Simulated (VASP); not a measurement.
# Mg2B3 (P6/mmm) in VASP: notebook

The runs below take Mg2B3 through single point, relaxation of cell and atoms, with PBE.

Program: VASP 6.6.1. These are calculated values, not measurements. Logs are shortened: lines on timing, memory, paths and dates and some standing lists are left out, and cuts for length are marked.

**1. The cell of the first run**

The structure is hexagonal, space group P6/mmm (No. 191). Conventional cell: a = 4.098 Å, b = 4.098 Å, c = 4.616 Å, α = 90.00°, β = 90.00°, γ = 120.00°. Within 3.1 Å of Mg (site symmetry -6m2) lie 2 B at 2.31 Å and 3 Mg at 2.37 Å. Within 3.1 Å of B (site symmetry -6m2) lie 2 Mg at 2.31 Å and 6 B at 2.37 Å. B (site symmetry 6/mmm) has 6 B at 2.37 Å within 3.1 Å.

The cell was built from a structure type or drawn by symmetry, and may not be a known phase.

**2. Single point, PBE**

Contents of INCAR:

```
ALGO = Normal
EDIFF = 1E-6
ENCUT = 520
GGA = PE
ISIF = 2
ISMEAR = 0
LASPH = T
LCHARG = T
LELF = T
LREAL = F
LVHAR = T
LWAVE = F
NBANDS = 14
NELM = 80
PREC = Accurate
SIGMA = 0.1
```

Contents of KPOINTS:

```
k-points
0
Gamma
  12 12 8
```

Contents of POSCAR:

```
Mg2B3
1.0
    4.0982299809      0.0000000000      0.0000000000
   -2.0491149905      3.5491712740      0.0000000000
    0.0000000000      0.0000000000      4.6162103917
Mg B
2 3
Direct
    0.3333333333      0.6666666667      0.0000000000
    0.6666666667      0.3333333333      0.0000000000
    0.3333333333      0.6666666667      0.5000000000
    0.6666666667      0.3333333333      0.5000000000
    0.0000000000      0.0000000000      0.5000000000
```

Potentials or basis: VASP PAW PBE potentials, release 64 (Mg, B).

Command:

```bash
> cat potpaw_PBE.64/Mg/POTCAR potpaw_PBE.64/B/POTCAR > POTCAR
> mpirun -np 1 vasp_std > vasp.out
```

OUTCAR:

```text
EDIFF = 1E-6
   ENCUT = 520
   GGA = PE
   ISIF = 2
   ISMEAR = 0
   LASPH = T
   LREAL = F
   NELM = 80
   PREC = Accurate

 ion  position               nearest neighbor table
   1  0.333  0.667  0.000-   3 2.31   3 2.31   2 2.37   2 2.37   2 2.37
   2  0.667  0.333  0.000-   4 2.31   4 2.31   1 2.37   1 2.37   1 2.37
   3  0.333  0.667  0.500-   1 2.31   1 2.31
   4  0.667  0.333  0.500-   2 2.31   2 2.31
   5  0.000  0.000  0.500-

  LATTYP: Found a hexagonal cell.
 ALAT       =     4.0982299809
 C/A-ratio  =     1.1263912502

  Lattice vectors:

 A1 = (   4.0982299809,   0.0000000000,   0.0000000000)
 A2 = (  -2.0491149905,   3.5491712740,   0.0000000000)
 A3 = (   0.0000000000,   0.0000000000,   4.6162103917)

Analysis of symmetry for initial positions (statically):
=====================================================================
 Subroutine PRICEL returns:
 Original cell was already a primitive cell.

 Routine SETGRP: Setting up the symmetry group for a
 hexagonal supercell.

 Subroutine GETGRP returns: Found 24 space group operations
 (whereof 24 operations were pure point group operations)
 out of a pool of 24 trial point group operations.

The static configuration has the point symmetry D_6h.

Analysis of symmetry for dynamics (positions and initial velocities):
=====================================================================
 Subroutine PRICEL returns:
 Original cell was already a primitive cell.

 Routine SETGRP: Setting up the symmetry group for a
 hexagonal supercell.

 Subroutine GETGRP returns: Found 24 space group operations
 (whereof 24 operations were pure point group operations)
 out of a pool of 24 trial point group operations.

The dynamic configuration has the point symmetry D_6h.

 Subroutine INISYM returns: Found 24 space group operations
 (whereof 24 operations are pure point group operations),
 and found     1 'primitive' translations

----------------------------------------------------------------------------------------

                                     Primitive cell

  volume of cell :      67.1443

  direct lattice vectors                    reciprocal lattice vectors
     4.098229981  0.000000000  0.000000000     0.244007780  0.140877958  0.000000000
    -2.049114991  3.549171274  0.000000000     0.000000000  0.281755915  0.000000000
     0.000000000  0.000000000  4.616210392     0.000000000  0.000000000  0.216627908

  length of vectors
     4.098229981  4.098229981  4.616210392     0.281755915  0.281755915  0.216627908

  position of ions in fractional coordinates (direct lattice)
     0.333333333  0.666666667  0.000000000
     0.666666667  0.333333333  0.000000000
     0.333333333  0.666666667  0.500000000
     0.666666667  0.333333333  0.500000000
     0.000000000  0.000000000  0.500000000

  ion indices of the primitive-cell ions
   primitive index   ion index
                 1           1
                 2           2
                 3           3
                 4           4
                 5           5

----------------------------------------------------------------------------------------

 KPOINTS: k-points

Automatic generation of k-mesh.
 Grid dimensions read from file:
 generate k-points for:   12   12    8

 Generating k-lattice:

  Cartesian coordinates                     Fractional coordinates (reciprocal lattice)
     0.020333982  0.011739830  0.000000000     0.083333333  0.000000000  0.000000000
     0.000000000  0.023479660  0.000000000     0.000000000  0.083333333  0.000000000
     0.000000000  0.000000000  0.027078488     0.000000000  0.000000000  0.125000000

  Length of vectors
     0.023479660  0.023479660  0.027078488

  Shift w.r.t. Gamma in fractional coordinates (k-lattice)
     0.000000000  0.000000000  0.000000000

 Subroutine IBZKPT returns following result:
 ===========================================

 Found     95 irreducible k-points:

 Following reciprocal coordinates:
            Coordinates               Weight
  0.000000  0.000000  0.000000      1.000000
  0.083333  0.000000  0.000000      6.000000
  0.166667  0.000000  0.000000      6.000000
  0.250000  0.000000  0.000000      6.000000
  0.333333  0.000000  0.000000      6.000000
  0.416667 -0.000000  0.000000      6.000000
[... 16 lines left out ...]
  0.250000  0.000000  0.125000     12.000000
  0.333333  0.000000  0.125000     12.000000
 [... further k-points ...]
   k-points           NKPTS =     95   k-points in BZ     NKDIM =     95   number of bands    NBANDS=     14
   number of dos      NEDOS =    301   number of ions     NIONS =      5
   total plane-waves  NPLWV =  32400
   dimension x,y,z NGX =    30 NGY =   30 NGZ =   36
   dimension x,y,z NGXF=    60 NGYF=   60 NGZF=   72
   ions per type =               2   3
   NGX,Y,Z   is equivalent  to a cutoff of  12.17, 12.17, 12.96 a.u.
   NGXF,Y,Z  is equivalent  to a cutoff of  24.34, 24.34, 25.93 a.u.
 SYSTEM =  unknown system
   PREC   = accura    normal or accurate (medium, high low for compatibility)
   ISTART =      0    job   : 0-new  1-cont  2-samecut
   ICHARG =      2    charge: 1-file 2-atom 10-const
   ISPIN  =      1    spin polarized calculation?
   LNONCOLLINEAR =      F non collinear calculations
   LSORBIT =      F    spin-orbit coupling
   LASPH  =      T    aspherical Exc in radial PAW
   ENCUT  =  520.0 eV  38.22 Ry    6.18 a.u.   7.62  7.62  8.58*2*pi/ulx,y,z
   NELM   =     80;   NELMIN=  2; NELMDL= -5     # of ELM steps
   EDIFF  = 0.1E-05   stopping-criterion for ELM
   LREAL  =      F    real-space projection
   EDIFFG = 0.1E-04   stopping-criterion for IOM
   NSW    =      0    number of steps for IOM
   IBRION =     -1    ionic relax: 0-MD 1-quasi-New 2-CG
   NFREE  =      0    steps in history (QN), initial steepest desc. (CG)
   ISIF   =      2    stress and relaxation
   ISYM   =      2    0-nonsym 1-usesym 2-fastsym
   POTIM  = 0.5000    time-step for ionic-motion
   TEBEG  =    0.0;   TEEND  =   0.0 temperature during run
   PSTRESS=    0.0 pullay stress
   NELECT =      13.0000    total number of electrons
   NUPDOWN=      -1.0000    fix difference up-down
   EMIN   =  10.00;   EMAX   =-10.00  energy-range for DOS
   EFERMI =   0.00;   METHOD = LEGACY
   ISMEAR =     0;   SIGMA  =   0.10  broadening in eV -4-tet -1-fermi 0-gaus
   EFERMI_NEDOS =   21; number of points for ismear=-14 and -15
   IALGO  =     38    algorithm
   IMIX   =      4    mixing-type and parameters
     AMIX     =   0.40;   BMIX     =  1.00
     AMIX_MAG =   1.60;   BMIX_MAG =  1.00
  volume/ion in A,a.u.               =      13.43        90.62
  Fermi-wavevector in a.u.,A,eV,Ry     =   0.947079  1.789720 12.203870  0.896959
  Thomas-Fermi vector in A             =   2.075138
   LORBIT       =      0    0 simple, 1 ext, 2 COOP (PROOUT), +10 PAW based schemes
   GGA     = PE    functional components
   LHFCALC =     F    Hartree Fock is set to
   AEXX    =    0.0000 exact exchange contribution
   IVDW    =     0    specifies the selected vdW correction
   LEPSILON=     F    determine dielectric tensor
   LRPA    =     F    only Hartree local field effects (RPA)
 non-spin polarized calculation
 Gauss-broadening in eV      SIGMA  =   0.10
  energy-cutoff  :      520.00
  volume of cell :       67.14
 maximum number of plane-waves:      1835
   NGX = 15   NGY = 15   NGZ = 17

 number of electron      13.0000001 magnetization

 Free energy of the ion-electron system (eV)
  ---------------------------------------------------
  ext. energy  EPLUGINS =         0.00000000
  ---------------------------------------------------
  free energy    TOTEN  =       -13.47065201 eV

  energy without entropy =      -13.46181532  energy(sigma->0) =      -13.46623367

 E-fermi :   3.9848     XC(G=0):  -9.8803

 val. band max:        3.9804195326   @ k =   0.2500   0.1667   0.0000
 cond. band min:       4.0458618040   @ k =   0.1667   0.0833   0.3750
 fundamental gap:      0.0654422714
 Fermi energy:         3.9847857785

 k-point     1 :       0.0000    0.0000    0.0000
  band No.  band energies     occupation
      1      -7.2369      2.00000
      2      -0.3848      2.00000
      3       1.1169      2.00000
      4       2.3479      2.00000
      5       2.3479      2.00000
      6       2.5509      2.00000
      7       2.5509      2.00000
      8       2.6924      2.00000
      9       3.2316      2.00000
     10       6.2450      0.00000
     11       7.2851      0.00000
     12       9.5122      0.00000
     13       9.5122      0.00000
     14      10.6789      0.00000

 k-point     2 :       0.0833    0.0000    0.0000
  band No.  band energies     occupation
      1      -7.1661      2.00000
      2      -0.3134      2.00000
      3       1.0385      2.00000
      4       1.2046      2.00000
      5       1.6367      2.00000
      6       2.1678      2.00000
      7       3.3969      2.00000
      8       3.5298      2.00000
      9       4.2670      0.00007
     10       6.0731      0.00000
     11       7.1292      0.00000
     12       8.9947      0.00000
     13       9.1871      0.00000
     14      10.8091      0.00000

 k-point     3 :       0.1667    0.0000    0.0000
  band No.  band energies     occupation
      1      -6.9539      2.00000
      2      -0.3317      2.00000
      3      -0.1001      2.00000
      4       0.9734      2.00000
      5       1.3952      2.00000
      6       1.6942      2.00000
      7       4.3659      0.00000
      8       4.4609      0.00000
      9       5.5865      0.00000
     10       5.8691      0.00000
     11       6.7329      0.00000
     12       7.9939      0.00000
     13       8.6924      0.00000
     14      10.8410      0.00000
[... 324 lines left out ...]
 k-point    23 :       0.2500    0.0000    0.1250
  band No.  band energies     occupation
      1      -6.5443      2.00000
      2      -1.5672      2.00000
      3      -0.4799      2.00000
      4       0.4816      2.00000
      5       1.2910      2.00000
      6       2.7249      2.00000
      7       4.4331      0.00000
      8       5.3104      0.00000
      9       5.6632      0.00000
     10       6.0430      0.00000
     11       7.2748      0.00000
     12       7.6396      0.00000
     13       7.7989      0.00000
     14      10.8849      0.00000

 k-point    24 :       0.3333    0.0000    0.1250
  band No.  band energies     occupation
      1      -6.0546      2.00000
      2      -2.7196      2.00000
      3       0.0276      2.00000
      4       0.1077      2.00000
      5       1.0056      2.00000
      6       3.1779      2.00000
      7       3.4680      2.00000
      8       5.6743      0.00000
      9       6.2304      0.00000
     10       6.6051      0.00000
     11       6.8820      0.00000
     12       7.5347      0.00000
     13       9.0985      0.00000
     14      10.8108      0.00000

 [... further k-points ...]
[... 5 lines left out ...]
  --------------------------------------------------------------------------------------
  -------------------------------------------------------------------------------------
  Total        0.0170952      0.0170952      0.0006276     -0.0000000      0.0000000      0.0000000
  in kB        0.4079204      0.4079204      0.0149755     -0.0000000      0.0000000      0.0000000
  external PRESSURE =       0.2769388 kB  Pullay stress =       0.0000000 kB

 VOLUME and BASIS-vectors are now :
 -----------------------------------------------------------------------------
  energy-cutoff  :      520.00
  volume of cell :       67.14
      direct lattice vectors                 reciprocal lattice vectors
     4.098229981  0.000000000  0.000000000     0.244007780  0.140877958  0.000000000
    -2.049114991  3.549171274  0.000000000     0.000000000  0.281755915  0.000000000
     0.000000000  0.000000000  4.616210392     0.000000000  0.000000000  0.216627908

 POSITION                                       TOTAL-FORCE (eV/Angst)
 -----------------------------------------------------------------------------------
     -0.00000      2.36611      0.00000        -0.000000      0.000000      0.000000
      2.04911      1.18306      0.00000         0.000000     -0.000000     -0.000000
     -0.00000      2.36611      2.30811         0.000000     -0.000000      0.000000
      2.04911      1.18306      2.30811        -0.000000      0.000000     -0.000000
      0.00000      0.00000      2.30811         0.000000      0.000000      0.000000
 -----------------------------------------------------------------------------------
    total drift:                               -0.000000      0.000000     -0.000000

  FREE ENERGIE OF THE ION-ELECTRON SYSTEM (eV)
  ---------------------------------------------------
  free  energy   TOTEN  =       -13.4706520116 eV

  energy  without entropy=      -13.4618153227  energy(sigma->0) =      -13.46623367
```

Wall time 92 s (1 thread of Intel Xeon 8259CL, shared host); peak memory 0.23 GiB.

Results:

```yaml
Free_energy: -13.4707 eV
Pressure: 0.0 GPa
Band_gap_on_the_k_mesh: zero (an odd number of electrons rules out a gap without spin polarisation)
```

**3. Relaxation of cell and atoms, PBE**

This run uses another cell than the first one, of 13.76 Å³/atom.

Contents of INCAR:

```
ALGO = Normal
EDIFF = 1E-6
EDIFFG = -0.01
ENCUT = 600
GGA = PE
IBRION = 2
ISIF = 3
ISMEAR = 0
LASPH = True
LCHARG = False
LREAL = False
LWAVE = False
NELM = 100
NSW = 100
PREC = Accurate
SIGMA = 0.1
```

KPOINTS is that of step 2.

Edit POSCAR of step 2 so:

```diff
@@ -2,5 +2,5 @@
 1.0
-    4.0982299809      0.0000000000      0.0000000000
-   -2.0491149905      3.5491712740      0.0000000000
-    0.0000000000      0.0000000000      4.6162103917
+    4.1898872665      0.0000000000      0.0000000000
+   -2.0949436333      3.6285488118      0.0000000000
+    0.0000000000      0.0000000000      4.5239065985
 Mg B
```

Potentials or basis: VASP PAW PBE potentials, release 64 (Mg, B).

Command:

```bash
> cat potpaw_PBE.64/Mg/POTCAR potpaw_PBE.64/B/POTCAR > POTCAR
> mpirun -np 1 vasp_std > vasp.out
```

Run time: 5.7 min. Hardware: 1 thread of Intel Xeon 8259CL, shared host; peak memory 0.28 GiB.

It converged, with:

| Property | Result |
| --- | --- |
| Free energy | -13.4719 eV |
| Relaxed volume | 13.44 Å³/atom |
| Relaxed cell | a = 4.100 Å, b = 4.100 Å, c = 4.615 Å, α = 90.00°, β = 90.00°, γ = 120.00° |
| Space group after relaxing (to 0.1 Å) | P6/mmm (No. 191) |
| Energy gained by relaxing | 4.5 meV/atom |
| Ionic steps | 7 |
| Pressure after relaxing | 0.0 GPa |
| Band gap on the k mesh | zero (an odd number of electrons rules out a gap without spin polarisation) |

Step by step:
```tsv
step	energy change (eV)	largest force (eV/Å)	pressure (GPa)	volume (Å³)
1	0.0000	0.0000	-0.25	68.78
2	-0.0140	0.0000	-0.59	68.56
3	-0.0184	0.0000	-0.72	68.39
4	-0.0174	0.0000	-0.93	68.05
5	-0.0198	0.0000	-0.81	68.26
6	-0.0224	0.0000	-0.14	67.37
7	-0.0225	0.0000	0.00	67.19
```

Final structure:
```
Mg B
1.0
     4.10028    0.00000    0.00000
    -2.05014    3.55095    0.00000
     0.00000    0.00000    4.61499
Mg B
2 3
Direct
  0.33333 0.66667 0.00000
  0.66667 0.33333 0.00000
  0.33333 0.66667 0.50000
  0.66667 0.33333 0.50000
  0.00000 0.00000 0.50000
```

Levels at points of the mesh, in eV from the Fermi level:
```
           k point  band 4  band 5  band 6  band 7  band 8  band 9
(0.00, 0.00, 0.00)   -1.64   -1.64   -1.43   -1.43   -1.30   -0.76
(0.50, 0.00, 0.00)   -3.26   -2.17   -1.49   -0.27   -0.09    1.76
(0.00, 0.00, 0.50)   -1.40   -1.24   -1.24   -1.01   -0.56    1.62
(0.50, 0.00, 0.50)   -3.99   -3.99   -2.90    0.41    1.68    3.90
```
